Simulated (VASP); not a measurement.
# Cl in VASP: notebook

The runs below take Cl through single point, relaxation of cell and atoms, with PBE, PBEsol.

All numbers are computed with VASP 6.6.1; they aren't measurements. Logs are shortened: lines on timing, memory, paths and dates and some standing lists are left out, and cuts for length are marked.

### Step 1. The cell of the first run

The typed cell holds 4 atoms: a = 3.867 Å, b = 3.867 Å, c = 8.210 Å, α = 90.00°, β = 90.00°, γ = 71.16°.

### Step 2. Single point, PBE (atoms moved at random)

Input file INCAR:

```
  PREC = Accurate
  ENCUT = 520
  EDIFF = 1E-6
  ISMEAR = -1
  SIGMA = 0.05
  LREAL = F
  LASPH = T
  NELM = 100
  ALGO = Normal
  ISIF = 2
  LWAVE = F
  LCHARG = F
  GGA = PE
  NBANDS = 22
```

Input file KPOINTS:

```
Automatic mesh
0
Gamma
  7 7 4
```

Input file POSCAR:

```
Cl
1.0
    3.1450000000     -2.2500000000      0.0000000000
    3.1450000000      2.2500000000      0.0000000000
    0.0000000000      0.0000000000      8.2100000000
Cl
4
Direct
    0.3867810000      0.6288770000      0.4001610000
    0.1213460000      0.8816780000      0.9015930000
    0.6267500000      0.3675920000      0.6013490000
    0.8681940000      0.1352900000      0.0985940000
```

Potentials or basis: VASP PAW PBE potentials, release 64 (Cl).

Command:

```
cat potpaw_PBE.64/Cl/POTCAR > POTCAR
mpirun -np 1 vasp_std > vasp.out
```

OUTCAR:

```text
PREC = Accurate
   ENCUT = 520
   EDIFF = 1E-6
   ISMEAR = -1
   LREAL = F
   LASPH = T
   NELM = 100
   ISIF = 2
   GGA = PE

 ion  position               nearest neighbor table
   1  0.387  0.629  0.400-   3 2.00
   2  0.121  0.882  0.902-   4 1.98
   3  0.627  0.368  0.601-   1 2.00
   4  0.868  0.135  0.099-   2 1.98

  LATTYP: Found a base centered orthorhombic cell.
 ALAT       =     4.5000000000
 B/A-ratio  =     1.3977777778
 C/A-ratio  =     1.8244444444

  Lattice vectors:

 A1 = (  -3.1450000000,  -2.2500000000,   0.0000000000)
 A2 = (   3.1450000000,  -2.2500000000,   0.0000000000)
 A3 = (   0.0000000000,   0.0000000000,   8.2100000000)

Analysis of symmetry for initial positions (statically):
=====================================================================
 Subroutine PRICEL returns:
 Original cell was already a primitive cell.

 Routine SETGRP: Setting up the symmetry group for a
 base centered orthorhombic supercell.

 Subroutine GETGRP returns: Found  1 space group operations
 (whereof  1 operations were pure point group operations)
 out of a pool of  8 trial point group operations.

The static configuration has the point symmetry C_1 .

Analysis of symmetry for dynamics (positions and initial velocities):
=====================================================================
 Subroutine PRICEL returns:
 Original cell was already a primitive cell.

 Routine SETGRP: Setting up the symmetry group for a
 base centered orthorhombic supercell.

 Subroutine GETGRP returns: Found  1 space group operations
 (whereof  1 operations were pure point group operations)
 out of a pool of  8 trial point group operations.

The dynamic configuration has the point symmetry C_1 .

 Subroutine INISYM returns: Found  1 space group operations
 (whereof  1 operations are pure point group operations),
 and found     1 'primitive' translations

----------------------------------------------------------------------------------------

                                     Primitive cell

  volume of cell :     116.1920

  direct lattice vectors                    reciprocal lattice vectors
     3.145000000 -2.250000000  0.000000000     0.158982512 -0.222222222  0.000000000
     3.145000000  2.250000000  0.000000000     0.158982512  0.222222222  0.000000000
     0.000000000  0.000000000  8.210000000     0.000000000  0.000000000  0.121802680

  length of vectors
     3.866978795  3.866978795  8.210000000     0.273236445  0.273236445  0.121802680

  position of ions in fractional coordinates (direct lattice)
     0.386781000  0.628877000  0.400161000
     0.121346000  0.881678000  0.901593000
     0.626750000  0.367592000  0.601349000
     0.868194000  0.135290000  0.098594000

  ion indices of the primitive-cell ions
   primitive index   ion index
                 1           1
                 2           2
                 3           3
                 4           4

----------------------------------------------------------------------------------------

 KPOINTS: Automatic mesh

Automatic generation of k-mesh.
 Grid dimensions read from file:
 generate k-points for:    7    7    4

 Generating k-lattice:

  Cartesian coordinates                     Fractional coordinates (reciprocal lattice)
     0.022711787 -0.031746032  0.000000000     0.142857143  0.000000000  0.000000000
     0.022711787  0.031746032  0.000000000     0.000000000  0.142857143  0.000000000
     0.000000000  0.000000000  0.030450670     0.000000000  0.000000000  0.250000000

  Length of vectors
     0.039033778  0.039033778  0.030450670

  Shift w.r.t. Gamma in fractional coordinates (k-lattice)
     0.000000000  0.000000000  0.000000000

 Subroutine IBZKPT returns following result:
 ===========================================

 Found     99 irreducible k-points:

 Following reciprocal coordinates:
            Coordinates               Weight
  0.000000  0.000000  0.000000      1.000000
  0.142857  0.000000  0.000000      2.000000
  0.000000 -0.142857  0.000000      2.000000
  0.285714 -0.000000  0.000000      2.000000
  0.000000 -0.285714  0.000000      2.000000
  0.428571 -0.000000  0.000000      2.000000
[... 16 lines left out ...]
 -0.285714  0.285714  0.000000      2.000000
  0.428571  0.428571  0.000000      2.000000
 [... further k-points ...]
   k-points           NKPTS =     99   k-points in BZ     NKDIM =     99   number of bands    NBANDS=     22
   number of dos      NEDOS =    301   number of ions     NIONS =      4
   total plane-waves  NPLWV =  57600
   dimension x,y,z NGX =    30 NGY =   30 NGZ =   64
   dimension x,y,z NGXF=    60 NGYF=   60 NGZF=  128
   ions per type =               4
   NGX,Y,Z   is equivalent  to a cutoff of  12.90, 12.90, 12.96 a.u.
   NGXF,Y,Z  is equivalent  to a cutoff of  25.79, 25.79, 25.92 a.u.
 SYSTEM =  unknown system
   PREC   = accura    normal or accurate (medium, high low for compatibility)
   ISTART =      0    job   : 0-new  1-cont  2-samecut
   ICHARG =      2    charge: 1-file 2-atom 10-const
   ISPIN  =      1    spin polarized calculation?
   LNONCOLLINEAR =      F non collinear calculations
   LSORBIT =      F    spin-orbit coupling
   LASPH  =      T    aspherical Exc in radial PAW
   ENCUT  =  520.0 eV  38.22 Ry    6.18 a.u.   7.19  7.19 15.27*2*pi/ulx,y,z
   NELM   =    100;   NELMIN=  2; NELMDL= -5     # of ELM steps
   EDIFF  = 0.1E-05   stopping-criterion for ELM
   LREAL  =      F    real-space projection
[... 7 lines left out ...]
   TEBEG  =    0.0;   TEEND  =   0.0 temperature during run
   PSTRESS=    0.0 pullay stress
   NELECT =      28.0000    total number of electrons
   NUPDOWN=      -1.0000    fix difference up-down
   EMIN   =  10.00;   EMAX   =-10.00  energy-range for DOS
   EFERMI =   0.00;   METHOD = LEGACY
   ISMEAR =    -1;   SIGMA  =   0.05  broadening in eV -4-tet -1-fermi 0-gaus
   EFERMI_NEDOS =   21; number of points for ismear=-14 and -15
   IALGO  =     38    algorithm
   IMIX   =      4    mixing-type and parameters
     AMIX     =   0.40;   BMIX     =  1.00
     AMIX_MAG =   1.60;   BMIX_MAG =  1.00
  volume/ion in A,a.u.               =      29.05       196.03
  Fermi-wavevector in a.u.,A,eV,Ry     =   1.018753  1.925163 14.120900  1.037857
  Thomas-Fermi vector in A             =   2.152228
   LORBIT       =      0    0 simple, 1 ext, 2 COOP (PROOUT), +10 PAW based schemes
   GGA     = PE    functional components
   LHFCALC =     F    Hartree Fock is set to
   AEXX    =    0.0000 exact exchange contribution
   IVDW    =     0    specifies the selected vdW correction
   LEPSILON=     F    determine dielectric tensor
   LRPA    =     F    only Hartree local field effects (RPA)
 non-spin polarized calculation
  energy-cutoff  :      520.00
  volume of cell :      116.19
 maximum number of plane-waves:      3157
 NGX is ok and might be reduce to    30
   NGX = 15   NGY = 15   NGZ = 31

 number of electron      27.9999999 magnetization

 Free energy of the ion-electron system (eV)
  ---------------------------------------------------
  ext. energy  EPLUGINS =         0.00000000
  ---------------------------------------------------
  free energy    TOTEN  =        -7.31015920 eV

  energy without entropy =       -7.31015920  energy(sigma->0) =       -7.31015920

 E-fermi :   0.6017     XC(G=0):  -7.7204

 val. band max:       -0.5769120415   @ k =   0.4286  -0.0000   0.5000
 cond. band min:       2.0896801789   @ k =   0.0000   0.0000   0.0000
 fundamental gap:      2.6665922204
 Fermi energy:         0.6017131839

 k-point     1 :       0.0000    0.0000    0.0000
  band No.  band energies     occupation
      1     -17.3963      2.00000
      2     -17.1369      2.00000
      3     -13.1617      2.00000
      4     -12.6191      2.00000
      5      -5.9880      2.00000
      6      -5.1570      2.00000
[... 14 lines left out ...]
     21       9.6747      0.00000
     22       9.8627      0.00000

 k-point     2 :       0.1429    0.0000    0.0000
  band No.  band energies     occupation
      1     -17.3652      2.00000
      2     -17.1187      2.00000
      3     -13.1365      2.00000
      4     -12.6500      2.00000
      5      -5.9788      2.00000
      6      -5.1986      2.00000
[... 14 lines left out ...]
     21       9.4727      0.00000
     22      10.0241      0.00000

 k-point     3 :       0.0000   -0.1429    0.0000
  band No.  band energies     occupation
      1     -17.3649      2.00000
      2     -17.1172      2.00000
      3     -13.1383      2.00000
      4     -12.6519      2.00000
      5      -5.9812      2.00000
      6      -5.2011      2.00000
[... 14 lines left out ...]
     21       9.5096      0.00000
     22      10.0301      0.00000

 k-point     4 :       0.2857   -0.0000    0.0000
  band No.  band energies     occupation
      1     -17.2916      2.00000
      2     -17.0792      2.00000
      3     -13.0682      2.00000
      4     -12.7347      2.00000
      5      -5.9358      2.00000
      6      -5.3379      2.00000
[... 14 lines left out ...]
     21       9.7232      0.00000
     22      10.4817      0.00000

 k-point     5 :       0.0000   -0.2857    0.0000
  band No.  band energies     occupation
      1     -17.2910      2.00000
      2     -17.0737      2.00000
      3     -13.0744      2.00000
      4     -12.7408      2.00000
      5      -5.9432      2.00000
      6      -5.3453      2.00000
[... 14 lines left out ...]
     21       9.8028      0.00000
     22      10.5019      0.00000

 k-point     6 :       0.4286   -0.0000    0.0000
  band No.  band energies     occupation
      1     -17.2277      2.00000
      2     -17.0497      2.00000
      3     -12.9720      2.00000
      4     -12.8474      2.00000
      5      -5.8148      2.00000
      6      -5.5717      2.00000
[... 14 lines left out ...]
     21      10.0954      0.00000
     22      10.6316      0.00000

 k-point     7 :       0.0000   -0.4286    0.0000
  band No.  band energies     occupation
      1     -17.2275      2.00000
      2     -17.0403      2.00000
      3     -12.9838      2.00000
      4     -12.8555      2.00000
      5      -5.8237      2.00000
      6      -5.5842      2.00000
[... 324 lines left out ...]
      6      -5.3490      2.00000
[... 14 lines left out ...]
     21       9.7666      0.00000
     22       9.9720      0.00000

 k-point    21 :      -0.4286    0.2857    0.0000
  band No.  band energies     occupation
      1     -17.1874      2.00000
      2     -16.9960      2.00000
      3     -12.9644      2.00000
      4     -12.7766      2.00000
      5      -5.7596      2.00000
      6      -5.5073      2.00000
[... 14 lines left out ...]
     21      10.2867      0.00000
     22      10.3803      0.00000

 k-point    22 :      -0.2857    0.4286    0.0000
  band No.  band energies     occupation
      1     -17.1873      2.00000
      2     -16.9926      2.00000
      3     -12.9685      2.00000
      4     -12.7799      2.00000
      5      -5.7625      2.00000
      6      -5.5121      2.00000
[... 14 lines left out ...]
     21      10.2834      0.00000
     22      10.4061      0.00000

 k-point    23 :      -0.2857    0.2857    0.0000
  band No.  band energies     occupation
      1     -17.1989      2.00000
      2     -17.0214      2.00000
      3     -12.9279      2.00000
      4     -12.8795      2.00000
      5      -5.7358      2.00000
      6      -5.6186      2.00000
[... 14 lines left out ...]
     21      10.2745      0.00000
     22      10.3359      0.00000

 k-point    24 :       0.4286    0.4286    0.0000
  band No.  band energies     occupation
      1     -17.1960      2.00000
      2     -16.9707      2.00000
      3     -13.0005      2.00000
      4     -12.6445      2.00000
      5      -5.8016      2.00000
      6      -5.3300      2.00000
[... 14 lines left out ...]
     21       9.9235      0.00000
     22      11.0507      0.00000

 [... further k-points ...]

------------------------ aborting loop because EDIFF is reached ----------------------------------------

  FORCE on cell =-STRESS in cart. coord.  units (eV):
  Direction    XX          YY          ZZ          XY          YZ          ZX
  --------------------------------------------------------------------------------------
  -------------------------------------------------------------------------------------
  Total        0.8351997      0.6891772      0.9579032     -0.0021988      0.3852749      0.0246601
  in kB       11.5166083      9.5030973     13.2085720     -0.0303197      5.3125745      0.3400391
  external PRESSURE =      11.4094258 kB  Pullay stress =       0.0000000 kB

 VOLUME and BASIS-vectors are now :
 -----------------------------------------------------------------------------
  energy-cutoff  :      520.00
  volume of cell :      116.19
      direct lattice vectors                 reciprocal lattice vectors
     3.145000000 -2.250000000  0.000000000     0.158982512 -0.222222222  0.000000000
     3.145000000  2.250000000  0.000000000     0.158982512  0.222222222  0.000000000
     0.000000000  0.000000000  8.210000000     0.000000000  0.000000000  0.121802680

 POSITION                                       TOTAL-FORCE (eV/Angst)
 -----------------------------------------------------------------------------------
      3.19424      0.54472      3.28532        -0.032213      0.004251     -0.107738
      3.15451      1.71075      7.40208        -0.006893     -0.214189     -0.454872
      3.12721     -0.58311      4.93708         0.031943     -0.005990      0.105586
      3.15596     -1.64903      0.80946         0.007162      0.215929      0.457025
 -----------------------------------------------------------------------------------
    total drift:                               -0.000152     -0.000060     -0.000085

  FREE ENERGIE OF THE ION-ELECTRON SYSTEM (eV)
  ---------------------------------------------------
  free  energy   TOTEN  =        -7.3101592024 eV

  energy  without entropy=       -7.3101592024  energy(sigma->0) =       -7.31015920
```

It took 2.3 min on 1 thread of Oxide Virtual Turin-like, shared host; peak memory 0.29 GiB.

What came out:

```yaml
Free_energy: -7.3102 eV
Pressure: 1.1 GPa
Largest_force: 0.506 eV/Å
Band_gap_on_the_k_mesh: 2.67 eV, indirect (least direct gap 2.71 eV)
```

Forces in eV/Å, atoms in the order of the input:
```
Cl  -0.032  0.004 -0.108
Cl  -0.007 -0.214 -0.455
Cl   0.032 -0.006  0.106
Cl   0.007  0.216  0.457
```

Stress tensor (GPa, compression positive):
```
1.15 0.00 0.03
0.00 0.95 0.53
0.03 0.53 1.32
```

Caveat: the cell differs from its parent crystal (atoms moved at random). A k mesh can miss the band edges.

### Step 3. Relaxation of cell and atoms, PBEsol, target pressure 10 GPa, at which the enthalpy is minimised

Input file INCAR:

```
SYSTEM = Cl
  ALGO = Normal
  EDIFF = 1E-6
  EDIFFG = -0.01
  ENCUT = 600
  GGA = PS
  IBRION = 2
  ISIF = 3
  ISMEAR = -1
  LASPH = .True.
  LCHARG = .False.
  LREAL = .False.
  LWAVE = .False.
  NELM = 80
  NSW = 80
  PREC = Accurate
  PSTRESS = 100.0
  SIGMA = 0.05
```

Input file KPOINTS:

```
k-points
0
Gamma
  7 7 4
  0 0 0
```

Input file POSCAR:

```
Cl
1.0
    3.1450000000     -2.2500000000      0.0000000000
    3.1450000000      2.2500000000      0.0000000000
    0.0000000000      0.0000000000      8.2100000000
Cl
4
Direct
    0.3700000000      0.6300000000      0.4000000000
    0.1300000000      0.8700000000      0.9000000000
    0.6300000000      0.3700000000      0.6000000000
    0.8700000000      0.1300000000      0.1000000000
```

Potentials or basis: VASP PAW PBE potentials, release 64 (Cl).

Command:

```
cat potpaw_PBE.64/Cl/POTCAR > POTCAR
mpirun -np 1 vasp_std > vasp.out
```

Wall time 33 min (1 thread of Oxide Virtual Turin-like, shared host); peak memory 0.27 GiB.

Results (log left out):

```
Free energy                                            : -7.4362 eV
Relaxed volume                                         : 18.20 Å³/atom
Relaxed cell                                           : a = 3.256 Å, b = 3.256 Å, c = 7.536 Å, α = 90.00°, β = 90.00°, γ = 65.61°
Space group after relaxing (to 0.05 Å)                 : Cmce (No. 64)
Energy change on relaxing (the enthalpy is what falls) : +132.8 meV/atom
Ionic steps                                            : 38
Pressure after relaxing                                : 10.0 GPa
Largest force after relaxing                           : 0.010 eV/Å
Band gap on the k mesh                                 : 1.88 eV, indirect (least direct gap 2.10 eV)
```

Forces on the atoms (eV/Å):
```
Cl   0.000  0.002 -0.009
Cl   0.000 -0.002 -0.009
Cl   0.000 -0.002  0.009
Cl   0.000  0.002  0.009
```

Step by step:
```csv
step,energy change (eV),largest force (eV/Å),pressure (GPa),volume (Å³)
1,0.0000,0.3075,-1.12,116.19
2,1.3284,6.5087,17.72,85.48
3,0.4285,3.4273,8.30,95.10
4,0.3932,2.2181,9.79,82.37
5,0.9830,1.1070,17.93,68.52
6,0.7664,1.3607,15.22,71.55
7,0.4101,0.1113,7.23,75.91
8,0.4750,0.2390,9.20,74.65
9,0.4956,0.1920,9.47,74.17
10,0.5676,0.0903,10.35,72.72
11,0.7641,0.2815,12.79,69.85
12,0.6103,0.1015,10.89,72.00
13,0.5759,0.1257,10.19,72.40
14,0.5207,0.2653,8.89,73.20
15,0.5190,0.2173,9.07,73.17
16,0.5199,0.1333,9.45,73.10
17,0.5207,0.1191,9.53,73.08
18,0.5286,0.0907,9.72,72.94
19,0.5543,0.0289,10.39,72.51
20,0.5519,0.0228,10.28,72.53
21,0.5487,0.0293,10.07,72.57
22,0.5446,0.0175,10.07,72.63
23,0.5327,0.0321,10.05,72.80
24,0.5112,0.1167,10.01,73.14
25,0.5217,0.0740,10.02,72.97
26,0.5175,0.0496,9.90,73.03
27,0.5086,0.0048,9.61,73.17
28,0.5146,0.0104,9.72,73.07
29,0.5287,0.0234,9.94,72.83
30,0.5304,0.0248,9.97,72.80
31,0.5315,0.0258,9.99,72.79
32,0.5309,0.0251,9.98,72.80
33,0.5316,0.0208,10.01,72.78
34,0.5336,0.0278,10.09,72.75
35,0.5328,0.0227,10.05,72.76
36,0.5306,0.0119,9.98,72.80
37,0.5308,0.0127,9.97,72.80
38,0.5314,0.0097,9.96,72.78
```

Final structure:
```
Cl
1.0
     2.73713   -1.76423    0.00000
     2.73713    1.76423    0.00000
     0.00000    0.00000    7.53632
Cl
4
Cartesian
  2.7371 0.5259 2.9009
  2.7371 1.2383 6.6690
  2.7371 -0.5259 4.6355
  2.7371 -1.2383 0.8673
```

Levels at points of the mesh, in eV from the valence-band top:
```
           k point  band 10  band 11  band 12  band 13  band 14  band 15  band 16  band 17  band 18
(0.00, 0.00, 0.00)    -1.67    -1.66    -1.03    -0.13     0.00     2.10     3.21     7.00     7.30
(0.00, 0.00, 0.50)    -1.78    -1.58    -1.58    -0.06    -0.06     2.47     2.47     7.96     7.96
```

Caveat: the cell is relaxed towards a set pressure, so the enthalpy falls and the energy may rise; the volume moved by over 15 % at a fixed basis, so the end points are rough; the PAW data sets were made with another functional, which shifts forces and pressure a little. A k mesh can miss the band edges.

(Part 1 of 2 ends here.)
